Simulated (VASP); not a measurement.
# Ta3N (P-3m1) in VASP: a series of runs, part 3 of 3

VASP 6.6.1. The steps go on from the part before.

## (4) Single point, PBEsol (strain +0.080 along x and y, +0.000 along z)

File INCAR:

```
SYSTEM = Ta3N
PREC     = Accurate       ! precision mode
ENCUT    = 520            ! plane-wave cutoff, eV
EDIFF    = 1E-7           ! SCF threshold, eV
ISMEAR   = 0              ! smearing method
SIGMA    = 0.15           ! smearing width, eV
LREAL    = .FALSE.        ! projectors in reciprocal space
LASPH    = .TRUE.         ! aspherical terms in the spheres
NELM     = 60             ! most SCF steps
ALGO     = Normal         ! electronic algorithm
ISIF     = 2              ! what is computed and relaxed
LWAVE    = .FALSE.        ! write WAVECAR
LCHARG   = .TRUE.         ! write CHGCAR
GGA      = PS             ! functional
LELF     = .TRUE.         ! ELF
LVHAR    = .TRUE.       
NBANDS   = 27             ! bands
```

File KPOINTS:

```
regular mesh
0
G
  18 18 8
  0 0 0
```

File POSCAR:

```
Ta3N
1.0
    3.2405449511      0.0000000000      0.0000000000
   -1.6202724756      2.8063942498      0.0000000000
    0.0000000000      0.0000000000      7.4499251172
Ta N
3 1
Direct
    0.0000000000      0.0000000000      0.5000000000
    0.3333333333      0.6666666667      0.1725859884
    0.6666666667      0.3333333333      0.8274140116
    0.0000000000      0.0000000000      0.0000000000
```

Potentials or basis: VASP PAW PBE potentials, release 64 (Ta_pv, N).

Run with:

```console
> cat potpaw_PBE.64/Ta_pv/POTCAR potpaw_PBE.64/N/POTCAR > POTCAR
> mpirun -np 1 vasp_std > vasp.out
```

OUTCAR:

```text
SYSTEM = Ta3N
   PREC = Accurate
   ENCUT = 520
   EDIFF = 1E-7
   ISMEAR = 0
   LREAL = .FALSE.
   LASPH = .TRUE.
   NELM = 60
   ISIF = 2
   GGA = PS

 ion  position               nearest neighbor table
   1  0.000  0.000  0.500-   2 3.07   3 3.07   3 3.07   2 3.07   3 3.07   2 3.07
   2  0.333  0.667  0.173-   4 2.27   4 2.27   4 2.27   1 3.07   1 3.07   1 3.07   3 3.18   3 3.18
                             3 3.18
   3  0.667  0.333  0.827-   4 2.27   4 2.27   4 2.27   1 3.07   1 3.07   1 3.07   2 3.18   2 3.18
                             2 3.18
   4  0.000  0.000  0.000-   2 2.27   3 2.27   3 2.27   2 2.27   3 2.27   2 2.27

  LATTYP: Found a hexagonal cell.
 ALAT       =     3.2405449511
 C/A-ratio  =     2.2989729288

  Lattice vectors:

 A1 = (   3.2405449511,   0.0000000000,   0.0000000000)
 A2 = (  -1.6202724756,   2.8063942498,   0.0000000000)
 A3 = (   0.0000000000,   0.0000000000,   7.4499251172)

Analysis of symmetry for initial positions (statically):
=====================================================================
 Subroutine PRICEL returns:
 Original cell was already a primitive cell.

 Routine SETGRP: Setting up the symmetry group for a
 hexagonal supercell.

 Subroutine GETGRP returns: Found 12 space group operations
 (whereof 12 operations were pure point group operations)
 out of a pool of 24 trial point group operations.

The static configuration has the point symmetry D_3d.

Analysis of symmetry for dynamics (positions and initial velocities):
=====================================================================
 Subroutine PRICEL returns:
 Original cell was already a primitive cell.

 Routine SETGRP: Setting up the symmetry group for a
 hexagonal supercell.

 Subroutine GETGRP returns: Found 12 space group operations
 (whereof 12 operations were pure point group operations)
 out of a pool of 24 trial point group operations.

The dynamic configuration has the point symmetry D_3d.

 Subroutine INISYM returns: Found 12 space group operations
 (whereof 12 operations are pure point group operations),
 and found     1 'primitive' translations

----------------------------------------------------------------------------------------

                                     Primitive cell

  volume of cell :      67.7515

  direct lattice vectors                    reciprocal lattice vectors
     3.240544951  0.000000000  0.000000000     0.308590072  0.178164561  0.000000000
    -1.620272476  2.806394250  0.000000000     0.000000000  0.356329122  0.000000000
     0.000000000  0.000000000  7.449925117     0.000000000  0.000000000  0.134229537

  length of vectors
     3.240544951  3.240544951  7.449925117     0.356329122  0.356329122  0.134229537

  position of ions in fractional coordinates (direct lattice)
     0.000000000  0.000000000  0.500000000
     0.333333333  0.666666667  0.172585988
     0.666666667  0.333333333  0.827414012
     0.000000000  0.000000000  0.000000000

  ion indices of the primitive-cell ions
   primitive index   ion index
                 1           1
                 2           2
                 3           3
                 4           4

----------------------------------------------------------------------------------------

 KPOINTS: regular mesh

Automatic generation of k-mesh.
 Grid dimensions read from file:
[... 23 lines left out ...]
  0.055556 -0.000000  0.000000      6.000000
  0.111111 -0.000000  0.000000      6.000000
  0.166667  0.000000  0.000000      6.000000
  0.222222  0.000000  0.000000      6.000000
  0.277778  0.000000  0.000000      6.000000
[... 16 lines left out ...]
  0.333333  0.111111  0.000000     12.000000
  0.388889  0.111111  0.000000     12.000000
 [... further k-points ...]
   k-points           NKPTS =    266   k-points in BZ     NKDIM =    266   number of bands    NBANDS=     27
   number of dos      NEDOS =    301   number of ions     NIONS =      4
   total plane-waves  NPLWV =  32256
   dimension x,y,z NGX =    24 NGY =   24 NGZ =   56
   dimension x,y,z NGXF=    48 NGYF=   48 NGZF=  112
   ions per type =               3   1
   NGX,Y,Z   is equivalent  to a cutoff of  12.31, 12.31, 12.50 a.u.
   NGXF,Y,Z  is equivalent  to a cutoff of  24.62, 24.62, 24.99 a.u.
 SYSTEM =  Ta3N
   PREC   = accura    normal or accurate (medium, high low for compatibility)
   ISTART =      0    job   : 0-new  1-cont  2-samecut
   ICHARG =      2    charge: 1-file 2-atom 10-const
   ISPIN  =      1    spin polarized calculation?
   LNONCOLLINEAR =      F non collinear calculations
   LSORBIT =      F    spin-orbit coupling
   LASPH  =      T    aspherical Exc in radial PAW
   ENCUT  =  520.0 eV  38.22 Ry    6.18 a.u.   6.03  6.03 13.85*2*pi/ulx,y,z
   NELM   =     60;   NELMIN=  2; NELMDL= -5     # of ELM steps
   EDIFF  = 0.1E-06   stopping-criterion for ELM
   LREAL  =      F    real-space projection
   EDIFFG = 0.1E-05   stopping-criterion for IOM
   NSW    =      0    number of steps for IOM
   IBRION =     -1    ionic relax: 0-MD 1-quasi-New 2-CG
   NFREE  =      0    steps in history (QN), initial steepest desc. (CG)
   ISIF   =      2    stress and relaxation
   ISYM   =      2    0-nonsym 1-usesym 2-fastsym
   POTIM  = 0.5000    time-step for ionic-motion
   TEBEG  =    0.0;   TEEND  =   0.0 temperature during run
   PSTRESS=    0.0 pullay stress
   NELECT =      38.0000    total number of electrons
   NUPDOWN=      -1.0000    fix difference up-down
   EMIN   =  10.00;   EMAX   =-10.00  energy-range for DOS
   EFERMI =   0.00;   METHOD = LEGACY
   ISMEAR =     0;   SIGMA  =   0.15  broadening in eV -4-tet -1-fermi 0-gaus
   EFERMI_NEDOS =   21; number of points for ismear=-14 and -15
   IALGO  =     38    algorithm
   IMIX   =      4    mixing-type and parameters
     AMIX     =   0.40;   BMIX     =  1.00
     AMIX_MAG =   1.60;   BMIX_MAG =  1.00
  volume/ion in A,a.u.               =      16.94       114.30
  Fermi-wavevector in a.u.,A,eV,Ry     =   1.350091  2.551303 24.799973  1.822747
  Thomas-Fermi vector in A             =   2.477624
   LORBIT       =      0    0 simple, 1 ext, 2 COOP (PROOUT), +10 PAW based schemes
   GGA     = PS    functional components
   LHFCALC =     F    Hartree Fock is set to
   AEXX    =    0.0000 exact exchange contribution
   IVDW    =     0    specifies the selected vdW correction
   LEPSILON=     F    determine dielectric tensor
   LRPA    =     F    only Hartree local field effects (RPA)
 non-spin polarized calculation
 Gauss-broadening in eV      SIGMA  =   0.15
  energy-cutoff  :      520.00
  volume of cell :       67.75
 maximum number of plane-waves:      1866
   NGX = 13   NGY = 13   NGZ = 27

 number of electron      38.0000006 magnetization

 Free energy of the ion-electron system (eV)
  ---------------------------------------------------
  ext. energy  EPLUGINS =         0.00000000
  ---------------------------------------------------
  free energy    TOTEN  =       -47.35831742 eV

  energy without entropy =      -47.32570230  energy(sigma->0) =      -47.34200986

 E-fermi :   5.4126     XC(G=0): -12.1782

 val. band max:        5.4123975986   @ k =   0.2778   0.0000   0.2500
 cond. band min:       5.4133006243   @ k =   0.3333   0.2778   0.3750
 fundamental gap:      0.0009030258
 Fermi energy:         5.4125995211

 k-point     1 :       0.0000    0.0000    0.0000
  band No.  band energies     occupation
      1     -29.7937      2.00000
      2     -29.5682      2.00000
      3     -29.4996      2.00000
      4     -29.4996      2.00000
      5     -29.4654      2.00000
      6     -29.4654      2.00000
[... 709 lines left out ...]
     26       9.3404      0.00000
     27       9.5955      0.00000

 [... further k-points ...]

------------------------ aborting loop because EDIFF is reached ----------------------------------------

  FORCE on cell =-STRESS in cart. coord.  units (eV):
  Direction    XX          YY          ZZ          XY          YZ          ZX
  --------------------------------------------------------------------------------------
  -------------------------------------------------------------------------------------
  Total      -13.3785486    -13.3785486    -10.1829198      0.0000000     -0.0000000      0.0000000
  in kB     -316.3741146   -316.3741146   -240.8043160      0.0000000     -0.0000000      0.0000000
  external PRESSURE =    -291.1841817 kB  Pullay stress =       0.0000000 kB

 VOLUME and BASIS-vectors are now :
 -----------------------------------------------------------------------------
  energy-cutoff  :      520.00
  volume of cell :       67.75
      direct lattice vectors                 reciprocal lattice vectors
     3.240544951  0.000000000  0.000000000     0.308590072  0.178164561  0.000000000
    -1.620272476  2.806394250  0.000000000     0.000000000  0.356329122  0.000000000
     0.000000000  0.000000000  7.449925117     0.000000000  0.000000000  0.134229537

 POSITION                                       TOTAL-FORCE (eV/Angst)
 -----------------------------------------------------------------------------------
      0.00000      0.00000      3.72496         0.000000      0.000000      0.000000
     -0.00000      1.87093      1.28575        -0.000000      0.000000     -1.097206
      1.62027      0.93546      6.16417         0.000000      0.000000      1.097206
      0.00000      0.00000      0.00000         0.000000      0.000000      0.000000
 -----------------------------------------------------------------------------------
    total drift:                                0.000000     -0.000000     -0.000000

  FREE ENERGIE OF THE ION-ELECTRON SYSTEM (eV)
  ---------------------------------------------------
  free  energy   TOTEN  =       -47.3583174176 eV

  energy  without entropy=      -47.3257023043  energy(sigma->0) =      -47.34200986
```

Run time: 2.8 min. Hardware: 1 thread of Intel Xeon 6975P-C (Granite Rapids), shared host; peak memory 0.48 GiB.

What came out:

| Quantity | Value |
| --- | --- |
| Free energy | -47.3583 eV |
| Pressure | -29.1 GPa |
| Largest force | 1.097 eV/Å |
| Band gap on the k mesh | zero (band 19 reaches 5.83 eV, above the bottom of band 20 at 5.24 eV) |

Forces in eV/Å, atoms in the order of the input:
```
Ta   0.000  0.000  0.000
Ta   0.000  0.000 -1.097
Ta   0.000  0.000  1.097
N    0.000  0.000  0.000
```

Caveat: the cell differs from its parent crystal (strain +0.080 along x and y, +0.000 along z); the PAW data sets were made with another functional, which shifts forces and pressure a little; spin-orbit coupling is left out, which moves the levels of the heavy elements.

## (5) The runs side by side

```csv
cell,gap on the mesh (eV),pressure (GPa),largest force (eV/Å)
"a = 3.241, b = 3.241, c = 7.152 Å, angles 90.0, 90.0, 120.0°, 4 atoms",none,-22.7,1.12
"a = 3.121, b = 3.121, c = 7.748 Å, angles 90.0, 90.0, 120.0°, 4 atoms",none,-24.3,0.66
"a = 3.241, b = 3.241, c = 7.450 Å, angles 90.0, 90.0, 120.0°, 4 atoms",none,-29.1,1.10
```

Alike in all rows: task single point; level PBEsol; potentials or basis VASP PAW PBE potentials, release 64 (Ta_pv, N); no spin polarisation; k mesh 18 × 18 × 8; cutoff (eV) 520; smearing gaussian 0.15 eV.

Caveats: the PAW data sets were made with another functional, which shifts forces and pressure a little; spin-orbit coupling is left out, which moves the levels of the heavy elements.

Total energies depend on the potentials used, so only differences within one code and one set of settings carry meaning.
